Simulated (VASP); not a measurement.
## Ti5H: single point with PBE

The system is Ti5H, a slab with vacuum.

```
Ti H
1.0
     2.93816    0.00000    0.00000
    -1.46908    2.54452    0.00000
     0.00000    0.00000   26.21171
Ti H
5 1
Direct
  0.66667 0.33333 0.15260
  0.33333 0.66667 0.24131
  0.66667 0.33333 0.33060
  0.33333 0.66667 0.42195
  0.66667 0.33333 0.50404
  0.33333 0.66667 0.55173
```

```json
{
  "Program": "VASP 6.6.1",
  "Task": "single point",
  "Functional": "PBE",
  "Potentials or basis": "VASP PAW PBE potentials, release 64 (Ti_sv, H)",
  "Cutoff": "520 eV",
  "k mesh": "9 × 9 × 1",
  "Occupations": "gaussian, width 0.1 eV",
  "Spin": "collinear spin",
  "Starting moments": "[0.0, 0.0, 0.0, 0.0, 0.0, 1.0] μB",
  "Dipole correction": "yes",
  "Further INCAR settings": "ALGO = Normal; EDIFF = 1e-06; NBANDS = 44"
}
```

The largest force is 1.397 eV/Å. The band gap on the k mesh is zero (filled and empty bands overlap) and the net moment is -0.97 μB per cell. The site moments are Ti -0.61, +0.07, -0.03, -0.01, +0.01; H -0.00 μB and the valence electrons inside the program's atomic spheres are Ti 10.20, 10.24, 10.23, 10.28, 10.22; H 0.51.

Forces on the atoms (eV/Å):
```
Ti   0.000  0.000  0.464
Ti   0.000  0.000 -0.440
Ti   0.000  0.000  0.043
Ti   0.000  0.000 -0.621
Ti   0.000  0.000  1.397
H    0.000  0.000 -0.842
```

Levels at points of the mesh, in eV from the Fermi level:
Spin up:
```
           k point  band 28  band 29  band 30  band 31  band 32  band 33
(0.00, 0.00, 0.00)     0.23     0.57     0.57     0.61     0.68     0.68
```
Spin down:
```tsv
k point	band 28	band 29	band 30	band 31	band 32	band 33	band 34	band 35
(0.00, 0.00, 0.00)	0.08	0.33	0.56	0.56	0.59	0.60	0.60	0.68
```

Wall time 7.6 min on 1 thread of Intel(R) Xeon(R) 6975P-C (Granite Rapids), with other jobs on the host, peak memory 0.49 GiB.
